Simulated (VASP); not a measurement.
# ZrS2 (P-3m1) in VASP: further runs

ZrS2 is run at these levels: PBE-based screened hybrid with 75 % exact exchange, PBE-based screened hybrid with 10 % exact exchange; tasks: single point.

Everything below comes from runs of VASP 6.6.1. Logs are shortened: lines on timing, memory, paths and dates and some standing lists are left out, and cuts for length are marked.

## (1) The cell of the first run

The structure is trigonal, space group P-3m1 (No. 164). The conventional cell has a = 3.674 Å, b = 3.674 Å, c = 5.857 Å, α = 90.00°, β = 90.00°, γ = 120.00°. Zr (site symmetry -3m) has 6 S at 2.57 Å within 3.4 Å. S (site symmetry 3m) has 3 Zr at 2.57 Å within 3.4 Å.

## (2) Single point, PBE-based screened hybrid with 75 % exact exchange

The input, POSCAR:

```
ZrS2
1.0
    3.6743619272      0.0000000000      0.0000000000
   -1.8371809636      3.1820907716      0.0000000000
    0.0000000000      0.0000000000      5.8571358081
Zr S
1 2
Direct
    0.0000000000      0.0000000000      0.0000000000
    0.6666666667      0.3333333333      0.7537648223
    0.3333333333      0.6666666667      0.2462351777
```

The input, INCAR.step1:

```
  PREC = Accurate
  ENCUT = 400
  EDIFF = 1E-5
  ISMEAR = 0
  SIGMA = 0.01
  LREAL = False
  LASPH = True
  NELM = 120
  ALGO = Normal
  ISIF = 2
  LWAVE = True
  NBANDS = 19
  GGA = PE
  GGA_COMPAT = False
```

The input, INCAR.step2:

```
  PREC = Accurate
  ENCUT = 400
  EDIFF = 1E-6
  ISMEAR = 0
  SIGMA = 0.01
  LREAL = False
  LASPH = True
  NELM = 120
  ALGO = Normal
  ISIF = 2
  LWAVE = False
  LCHARG = True
  GGA = PE
  LHFCALC = True
  AEXX = 0.75
  HFSCREEN = 0.2078
  PRECFOCK = Normal
  LELF = True
  LVHAR = True
  NBANDS = 19
  ISTART = 1
  GGA_COMPAT = False
```

The input, KPOINTS:

```
regular mesh
0
Gamma
  6 6 2
```

Potentials or basis: VASP PAW PBE potentials, release 64 (Zr_sv, S).

Run with:

```bash
cat potpaw_PBE.64/Zr_sv/POTCAR potpaw_PBE.64/S/POTCAR > POTCAR
cp INCAR.step1 INCAR
mpirun -np 1 vasp_std > vasp.out
cp INCAR.step2 INCAR
mpirun -np 1 vasp_std > vasp.out
```

OUTCAR:

```text
PREC = Accurate
   ENCUT = 400
   EDIFF = 1E-6
   ISMEAR = 0
   LREAL = False
   LASPH = True
   NELM = 120
   ISIF = 2
   GGA = PE
   LHFCALC = True
   AEXX = 0.75
   HFSCREEN = 0.2078
   PRECFOCK = Normal
   ISTART = 1

 ion  position               nearest neighbor table
   1  0.000  0.000  0.000-   2 2.57   3 2.57   3 2.57   2 2.57   2 2.57   3 2.57
   2  0.667  0.333  0.754-   1 2.57   1 2.57   1 2.57
   3  0.333  0.667  0.246-   1 2.57   1 2.57   1 2.57

  LATTYP: Found a hexagonal cell.
 ALAT       =     3.6743619272
 C/A-ratio  =     1.5940552194

  Lattice vectors:

 A1 = (   3.6743619272,   0.0000000000,   0.0000000000)
 A2 = (  -1.8371809636,   3.1820907716,   0.0000000000)
 A3 = (   0.0000000000,   0.0000000000,   5.8571358081)

Analysis of symmetry for initial positions (statically):
=====================================================================
 Subroutine PRICEL returns:
 Original cell was already a primitive cell.

 Routine SETGRP: Setting up the symmetry group for a
 hexagonal supercell.

 Subroutine GETGRP returns: Found 12 space group operations
 (whereof 12 operations were pure point group operations)
 out of a pool of 24 trial point group operations.

The static configuration has the point symmetry D_3d.

Analysis of symmetry for dynamics (positions and initial velocities):
=====================================================================
 Subroutine PRICEL returns:
 Original cell was already a primitive cell.

 Routine SETGRP: Setting up the symmetry group for a
 hexagonal supercell.

 Subroutine GETGRP returns: Found 12 space group operations
 (whereof 12 operations were pure point group operations)
 out of a pool of 24 trial point group operations.

The dynamic configuration has the point symmetry D_3d.

 Subroutine INISYM returns: Found 12 space group operations
 (whereof 12 operations are pure point group operations),
 and found     1 'primitive' translations

----------------------------------------------------------------------------------------

                                     Primitive cell

  volume of cell :      68.4825

  direct lattice vectors                    reciprocal lattice vectors
     3.674361927  0.000000000  0.000000000     0.272156097  0.157129396  0.000000000
    -1.837180964  3.182090772  0.000000000     0.000000000  0.314258791  0.000000000
     0.000000000  0.000000000  5.857135808     0.000000000  0.000000000  0.170731913

  length of vectors
     3.674361927  3.674361927  5.857135808     0.314258791  0.314258791  0.170731913

  position of ions in fractional coordinates (direct lattice)
     0.000000000  0.000000000  0.000000000
     0.666666667  0.333333333  0.753764822
     0.333333333  0.666666667  0.246235178

  ion indices of the primitive-cell ions
   primitive index   ion index
                 1           1
                 2           2
                 3           3

----------------------------------------------------------------------------------------

 KPOINTS: regular mesh

Automatic generation of k-mesh.
 Grid dimensions read from file:
 generate k-points for:    6    6    2

 Generating k-lattice:

  Cartesian coordinates                     Fractional coordinates (reciprocal lattice)
     0.045359349  0.026188233  0.000000000     0.166666667  0.000000000  0.000000000
     0.000000000  0.052376465  0.000000000     0.000000000  0.166666667  0.000000000
     0.000000000  0.000000000  0.085365956     0.000000000  0.000000000  0.500000000

  Length of vectors
     0.052376465  0.052376465  0.085365956

  Shift w.r.t. Gamma in fractional coordinates (k-lattice)
     0.000000000  0.000000000  0.000000000

 Subroutine IBZKPT returns following result:
 ===========================================

 Found     14 irreducible k-points:

 Following reciprocal coordinates:
            Coordinates               Weight
  0.000000  0.000000  0.000000      1.000000
  0.166667 -0.000000  0.000000      6.000000
  0.333333 -0.000000  0.000000      6.000000
  0.500000  0.000000  0.000000      3.000000
  0.166667  0.166667  0.000000      6.000000
  0.333333  0.166667  0.000000     12.000000
  0.333333  0.333333  0.000000      2.000000
  0.000000  0.000000  0.500000      1.000000
  0.166667 -0.000000  0.500000      6.000000
  0.333333 -0.000000  0.500000      6.000000
  0.500000  0.000000  0.500000      3.000000
  0.166667  0.166667  0.500000      6.000000
  0.333333  0.166667  0.500000     12.000000
  0.333333  0.333333  0.500000      2.000000
   k-points           NKPTS =     14   k-points in BZ     NKDIM =     72   number of bands    NBANDS=     19
   number of dos      NEDOS =    301   number of ions     NIONS =      3
   total plane-waves  NPLWV =  23040
   dimension x,y,z NGX =    24 NGY =   24 NGZ =   40
   dimension x,y,z NGXF=    48 NGYF=   48 NGZF=   80
   ions per type =               1   2
   NGX,Y,Z   is equivalent  to a cutoff of  10.86, 10.86, 11.35 a.u.
   NGXF,Y,Z  is equivalent  to a cutoff of  21.72, 21.72, 22.71 a.u.
 SYSTEM =  unknown system
   PREC   = accura    normal or accurate (medium, high low for compatibility)
   ISTART =      1    job   : 0-new  1-cont  2-samecut
   ICHARG =      0    charge: 1-file 2-atom 10-const
   ISPIN  =      1    spin polarized calculation?
   LNONCOLLINEAR =      F non collinear calculations
   LSORBIT =      F    spin-orbit coupling
   LASPH  =      T    aspherical Exc in radial PAW
   ENCUT  =  400.0 eV  29.40 Ry    5.42 a.u.   5.99  5.99  9.55*2*pi/ulx,y,z
   NELM   =    120;   NELMIN=  2; NELMDL=  0     # of ELM steps
   EDIFF  = 0.1E-05   stopping-criterion for ELM
   LREAL  =      F    real-space projection
   EDIFFG = 0.1E-04   stopping-criterion for IOM
   NSW    =      0    number of steps for IOM
   IBRION =     -1    ionic relax: 0-MD 1-quasi-New 2-CG
   NFREE  =      0    steps in history (QN), initial steepest desc. (CG)
   ISIF   =      2    stress and relaxation
   ISYM   =      3    0-nonsym 1-usesym 2-fastsym
   POTIM  = 0.5000    time-step for ionic-motion
   TEBEG  =    0.0;   TEEND  =   0.0 temperature during run
   PSTRESS=    0.0 pullay stress
   NELECT =      24.0000    total number of electrons
   NUPDOWN=      -1.0000    fix difference up-down
   EMIN   =  10.00;   EMAX   =-10.00  energy-range for DOS
   EFERMI =   0.00;   METHOD = LEGACY
   ISMEAR =     0;   SIGMA  =   0.01  broadening in eV -4-tet -1-fermi 0-gaus
   EFERMI_NEDOS =   21; number of points for ismear=-14 and -15
   IALGO  =     38    algorithm
   IMIX   =      1    mixing-type and parameters
     AMIX     =   0.40;   BMIX     =  1.00
     AMIX_MAG =   1.60;   BMIX_MAG =  1.00
  volume/ion in A,a.u.               =      22.83       154.05
  Fermi-wavevector in a.u.,A,eV,Ry     =   1.154211  2.181143 18.125731  1.332204
  Thomas-Fermi vector in A             =   2.290849
   LORBIT       =      0    0 simple, 1 ext, 2 COOP (PROOUT), +10 PAW based schemes
   GGA     = PE    functional components
   LHFCALC =     T    Hartree Fock is set to
   PRECFOCK=normal    Normal, Fast or Accurate (Low or Medium for compatibility)
   ENCUT4O =  -1.0   cutoff for four orbital integrals eV
   NKREDX  =     1    reduce k-point grid by
   NKREDY  =     1    reduce k-point grid by
   NKREDZ  =     1    reduce k-point grid by
   AEXX    =    0.7500 exact exchange contribution
   HFSCREEN=    0.2078 screening length (either q_TF or 0.3 A-1)
   HFSCREENC=   0.2078 screening length for correlation (either q_TF or 0.3 A-1)
   ENCUTFOCK=  -1.0 apply spherical cutoff to Coloumb kernel
   IVDW    =     0    specifies the selected vdW correction
   LEPSILON=     F    determine dielectric tensor
   LRPA    =     F    only Hartree local field effects (RPA)
 non-spin polarized calculation
 Gauss-broadening in eV      SIGMA  =   0.01
  energy-cutoff  :      400.00
  volume of cell :       68.48
 maximum number of plane-waves:      1254
 NGX is ok and might be reduce to    24
  NGX = 18; NGY = 18; NGZ = 30

 number of electron      24.0000004 magnetization

 Free energy of the ion-electron system (eV)
  ---------------------------------------------------
  ext. energy  EPLUGINS =         0.00000000
  ---------------------------------------------------
  free energy    TOTEN  =       -33.95949977 eV

  energy without entropy =      -33.95949977  energy(sigma->0) =      -33.95949977

 E-fermi :   3.0760     XC(G=0):  -4.7040

 val. band max:        2.9524953479   @ k =   0.0000   0.0000   0.0000
 cond. band min:       6.5490174396   @ k =   0.5000   0.0000   0.5000
 fundamental gap:      3.5965220917
 Fermi energy:         3.0760010347

 k-point     1 :       0.0000    0.0000    0.0000
  band No.  band energies     occupation
      1     -56.0652      2.00000
      2     -29.9438      2.00000
      3     -29.7178      2.00000
      4     -29.7178      2.00000
      5     -13.8235      2.00000
      6     -11.7984      2.00000
[... 11 lines left out ...]
     18      11.5038      0.00000
     19      11.9572      0.00000

 k-point     2 :       0.1667   -0.0000    0.0000
  band No.  band energies     occupation
      1     -56.0585      2.00000
      2     -29.9220      2.00000
      3     -29.8205      2.00000
      4     -29.7398      2.00000
      5     -13.4533      2.00000
      6     -11.8949      2.00000
[... 11 lines left out ...]
     18      13.0085      0.00000
     19      13.6838      0.00000

 k-point     3 :       0.3333   -0.0000    0.0000
  band No.  band energies     occupation
      1     -56.0451      2.00000
      2     -30.0211      2.00000
      3     -29.8768      2.00000
      4     -29.7830      2.00000
      5     -12.6836      2.00000
      6     -12.0290      2.00000
[... 11 lines left out ...]
     18      13.6692      0.00000
     19      14.6198      0.00000

 k-point     4 :       0.5000    0.0000    0.0000
  band No.  band energies     occupation
      1     -56.0383      2.00000
      2     -30.1181      2.00000
      3     -29.8546      2.00000
      4     -29.8043      2.00000
      5     -12.4487      2.00000
      6     -11.8755      2.00000
[... 11 lines left out ...]
     18      12.6236      0.00000
     19      14.6694      0.00000

 k-point     5 :       0.1667    0.1667    0.0000
  band No.  band energies     occupation
      1     -56.0485      2.00000
      2     -29.9516      2.00000
      3     -29.8894      2.00000
      4     -29.7918      2.00000
      5     -12.8565      2.00000
      6     -12.0292      2.00000
[... 11 lines left out ...]
     18      14.6379      0.00000
     19      15.2183      0.00000
[... 114 lines left out ...]
      2     -30.1176      2.00000
      3     -29.8543      2.00000
      4     -29.8045      2.00000
      5     -12.5668      2.00000
      6     -11.7204      2.00000
[... 11 lines left out ...]
     18      12.9531      0.00000
     19      13.6930      0.00000

 k-point    12 :       0.1667    0.1667    0.5000
  band No.  band energies     occupation
      1     -56.0485      2.00000
      2     -29.9513      2.00000
      3     -29.8892      2.00000
      4     -29.7917      2.00000
      5     -12.5730      2.00000
      6     -12.3440      2.00000
[... 11 lines left out ...]
     18      14.8010      0.00000
     19      14.9506      0.00000

 k-point    13 :       0.3333    0.1667    0.5000
  band No.  band energies     occupation
      1     -56.0384      2.00000
      2     -30.0655      2.00000
      3     -29.8620      2.00000
      4     -29.8516      2.00000
      5     -12.3882      2.00000
      6     -11.9290      2.00000
[... 11 lines left out ...]
     18      13.2927      0.00000
     19      14.3099      0.00000

 k-point    14 :       0.3333    0.3333    0.5000
  band No.  band energies     occupation
      1     -56.0350      2.00000
      2     -29.9925      2.00000
      3     -29.9925      2.00000
      4     -29.8449      2.00000
      5     -12.0651      2.00000
      6     -12.0651      2.00000
[... 11 lines left out ...]
     18      14.2533      0.00000
     19      15.1073      0.00000

------------------------ aborting loop because EDIFF is reached ----------------------------------------

  FORCE on cell =-STRESS in cart. coord.  units (eV):
  Direction    XX          YY          ZZ          XY          YZ          ZX
  --------------------------------------------------------------------------------------
  -------------------------------------------------------------------------------------
  Total       -0.9018100     -0.9018100     -0.9433004     -0.0000000      0.0000000     -0.0000000
  in kB      -21.0982200    -21.0982200    -22.0689055     -0.0000000      0.0000000     -0.0000000
  external PRESSURE =     -21.4217818 kB  Pullay stress =       0.0000000 kB

 VOLUME and BASIS-vectors are now :
 -----------------------------------------------------------------------------
  energy-cutoff  :      400.00
  volume of cell :       68.48
      direct lattice vectors                 reciprocal lattice vectors
     3.674361927  0.000000000  0.000000000     0.272156097  0.157129396  0.000000000
    -1.837180964  3.182090772  0.000000000     0.000000000  0.314258791  0.000000000
     0.000000000  0.000000000  5.857135808     0.000000000  0.000000000  0.170731913

 POSITION                                       TOTAL-FORCE (eV/Angst)
 -----------------------------------------------------------------------------------
      0.00000      0.00000      0.00000        -0.000000      0.000000      0.000000
      1.83718      1.06070      4.41490         0.000000      0.000000      0.552905
     -0.00000      2.12139      1.44223        -0.000000      0.000000     -0.552905
 -----------------------------------------------------------------------------------
    total drift:                                0.000000      0.000000     -0.000000

  FREE ENERGIE OF THE ION-ELECTRON SYSTEM (eV)
  ---------------------------------------------------
  free  energy   TOTEN  =       -33.9594997695 eV

  energy  without entropy=      -33.9594997695  energy(sigma->0) =      -33.95949977
```

Wall time 40 min (1 thread of Intel Xeon 8259CL, shared host); peak memory 0.27 GiB.

Results:

```yaml
Free_energy: -33.9595 eV
Pressure: -2.1 GPa
Largest_force: 0.553 eV/Å
Band_gap_on_the_k_mesh: 3.60 eV (least direct gap 4.53 eV)
```

Forces in eV/Å, atoms in the order of the input:
```
Zr   0.000  0.000  0.000
S    0.000  0.000  0.553
S    0.000  0.000 -0.553
```

Stress tensor (GPa, compression positive):
```
-2.11  0.00  0.00
 0.00 -2.11  0.00
 0.00  0.00 -2.21
```

Levels at points of the mesh, in eV from the valence-band top:
| k point | band 9 | band 10 | band 11 | band 12 | band 13 | band 14 | band 15 | band 16 |
| --- | --- | --- | --- | --- | --- | --- | --- | --- |
| (0.00, 0.00, 0.00) | -3.71 | -0.23 | -0.23 | 0.00 | 4.53 | 4.53 | 5.58 | 8.06 |
| (0.50, 0.00, 0.00) | -3.28 | -3.08 | -2.51 | -1.83 | 3.71 | 6.81 | 7.09 | 9.27 |
| (0.00, 0.00, 0.50) | -3.66 | -2.23 | -0.40 | -0.40 | 4.48 | 4.48 | 5.90 | 8.59 |
| (0.50, 0.00, 0.50) | -3.50 | -2.93 | -1.50 | -1.16 | 3.60 | 6.75 | 7.14 | 8.52 |

Caveat: the k points lie up to 0.54 Å⁻¹ apart; the PAW data sets were made with another functional, which shifts forces and pressure a little. A k mesh can miss the band edges.

## (3) Single point, PBE-based screened hybrid with 10 % exact exchange

POSCAR is that of step 2.

The input, INCAR.step1:

```
SYSTEM = ZrS2
  PREC = Accurate
  ENCUT = 400
  EDIFF = 1E-5
  ISMEAR = 0
  SIGMA = 0.01
  LREAL = .FALSE.
  LASPH = .TRUE.
  NELM = 120
  ALGO = Normal
  ISIF = 2
  LWAVE = .TRUE.
  LCHARG = .FALSE.
  NBANDS = 19
  GGA = PE
  GGA_COMPAT = .FALSE.
```

The input, INCAR.step2:

```
SYSTEM = ZrS2
  PREC = Accurate
  ENCUT = 400
  EDIFF = 1E-6
  ISMEAR = 0
  SIGMA = 0.01
  LREAL = .FALSE.
  LASPH = .TRUE.
  NELM = 120
  ALGO = Normal
  ISIF = 2
  LWAVE = .FALSE.
  LCHARG = .FALSE.
  GGA = PE
  LHFCALC = .TRUE.
  AEXX = 0.1
  HFSCREEN = 0.1
  PRECFOCK = Normal
  NBANDS = 19
  ISTART = 1
  GGA_COMPAT = .FALSE.
```

The input, KPOINTS:

```
Automatic mesh
0
G
  6 6 2
  0 0 0
```

Potentials or basis: VASP PAW PBE potentials, release 64 (Zr_sv, S).

Run with:

```bash
cat potpaw_PBE.64/Zr_sv/POTCAR potpaw_PBE.64/S/POTCAR > POTCAR
cp INCAR.step1 INCAR
mpirun -np 1 vasp_std > vasp.out
cp INCAR.step2 INCAR
mpirun -np 1 vasp_std > vasp.out
```

It took 23 min on 1 thread of Intel Xeon 8259CL, shared host; peak memory 0.27 GiB.

Results (log left out):

| Quantity | Value |
| --- | --- |
| Free energy | -23.3974 eV |
| Pressure | 0.7 GPa |
| Largest force | 0.062 eV/Å |
| Band gap on the k mesh | 1.31 eV (least direct gap 1.96 eV) |

Forces in eV/Å, atoms in the order of the input:
```
Zr   0.000  0.000  0.000
S    0.000  0.000  0.062
S    0.000  0.000 -0.062
```

Stress tensor (GPa, compression positive):
```
0.45 0.00 0.00
0.00 0.45 0.00
0.00 0.00 1.31
```

Levels at points of the mesh, in eV from the valence-band top:
| k point | band 10 | band 11 | band 12 | band 13 | band 14 | band 15 |
| --- | --- | --- | --- | --- | --- | --- |
| (0.00, 0.00, 0.00) | -0.16 | -0.16 | 0.00 | 1.96 | 1.96 | 2.83 |
| (0.50, 0.00, 0.00) | -2.63 | -1.99 | -1.38 | 1.48 | 3.74 | 4.04 |
| (0.00, 0.00, 0.50) | -1.90 | -0.31 | -0.31 | 1.92 | 1.92 | 3.16 |
| (0.50, 0.00, 0.50) | -2.44 | -1.09 | -0.86 | 1.31 | 3.73 | 4.04 |

Caveat: the k points lie up to 0.54 Å⁻¹ apart; the PAW data sets were made with another functional, which shifts forces and pressure a little. A k mesh can miss the band edges.
